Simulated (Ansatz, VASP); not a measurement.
# Two plane-wave programs on Ge

```
CELL_PARAMETERS angstrom
4.05040 0.00000 0.00000
-2.02520 3.50775 0.00000
0.00000 0.00000 10.99336
ATOMIC_POSITIONS crystal
Ge 0.66667 0.33333 0.41485
Ge 0.33333 0.66667 0.91485
Ge 0.00000 0.00000 0.47745
Ge 0.00000 0.00000 0.97745
```

Alike in both runs: task single point; functional LDA; k mesh 6 × 6 × 2; occupations fermi-dirac, width 0.05 eV; no spin polarisation.

|  | VASP | Ansatz |
| --- | --- | --- |
| version | VASP 6.6.1 | Ansatz 0.2.0 |
| potentials or method | VASP PAW LDA potentials, release 64 (Ge_d) | Ansatz PAW |
| plane-wave cutoff (eV) | 520 | 420 |
| valence electrons in the cell | 56 | 56 |

VASP gave:

| Property | Result |
| --- | --- |
| gap on the k mesh at the Fermi level (eV) | none |
| pressure (GPa) | -2.5 |
| traceless stress, the component that is largest in VASP (GPa) | 1.43 |
| rms of the force components (eV/Å) | 0.150 |

Problem. What did Ansatz give for the same quantities?

Solution. gap on the k mesh at the Fermi level (eV): none; pressure (GPa): -2.5; traceless stress, the component that is largest in VASP (GPa): 1.47; rms of the force components (eV/Å): 0.154.

LDA's correlation is that of Perdew and Zunger in VASP and of Perdew and Wang (1992) in Ansatz. Atom by atom the forces differ by 0.005 eV/Å (rms over components). A gap of «none» marks a metal or a gap that the smearing closes.
